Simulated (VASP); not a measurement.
## Si3B4: single point with PBE

Crystal: Si3B4.

```
CELL_PARAMETERS angstrom
0.00000 4.39113 4.39113
4.39113 0.00000 4.39113
4.39113 4.39113 0.00000
ATOMIC_POSITIONS crystal
Si 0.50000 0.00000 0.50000
Si 0.50000 0.00000 0.00000
Si 0.00000 0.00000 0.50000
Si 0.00000 0.50000 0.00000
Si 0.00000 0.50000 0.50000
Si 0.50000 0.50000 0.00000
B 0.89361 0.31918 0.89361
B 0.10639 0.10639 0.10639
B 0.89361 0.89361 0.89361
B 0.68082 0.10639 0.10639
B 0.89361 0.89361 0.31918
B 0.31918 0.89361 0.89361
B 0.10639 0.10639 0.68082
B 0.10639 0.68082 0.10639
```

The cell was generated, and may not be a known phase.

- Program: VASP 6.6.1
- Task: single point
- Functional: PBE
- Potentials or basis: VASP PAW PBE potentials, release 64 (Si, B)
- Cutoff: 520 eV
- k mesh: 8 × 8 × 8
- Occupations: gaussian, width 0.1 eV
- Spin: no spin polarisation
- Dipole correction: no
- Further INCAR settings: ALGO = Normal; EDIFF = 1e-06; NBANDS = 37

```yaml
Pressure: -0.1 GPa
Largest_force: 0.006 eV/Å
Band_gap_on_the_k_mesh: zero (bands 24 and 25 overlap by 1.46 eV)
```

Forces on the atoms (eV/Å):
```
Si   0.000  0.000  0.000
Si   0.000  0.000  0.000
Si   0.000  0.000  0.000
Si   0.000  0.000  0.000
Si   0.000  0.000  0.000
Si   0.000  0.000  0.000
B    0.004 -0.004  0.004
B    0.004  0.004  0.004
B   -0.004 -0.004 -0.004
B    0.004 -0.004 -0.004
B    0.004  0.004 -0.004
B   -0.004  0.004  0.004
B   -0.004 -0.004  0.004
B   -0.004  0.004 -0.004
```

Levels at points of the mesh, in eV from the Fermi level:
```tsv
k point	band 20	band 21	band 22	band 23	band 24	band 25	band 26	band 27
(0.00, 0.00, 0.00)	-1.44	0.01	0.01	0.01	0.79	0.80	0.80	0.80
(0.50, 0.00, 0.00)	-2.08	-2.08	-0.41	-0.41	-0.10	-0.10	1.16	1.16
(0.50, 0.50, 0.00)	-3.01	-1.39	-1.22	-1.22	-0.75	-0.22	-0.22	1.37
```

Wall time 2.2 min on 1 thread of Intel(R) Xeon(R) 6975P-C (Granite Rapids), on a shared host, peak memory 0.38 GiB.
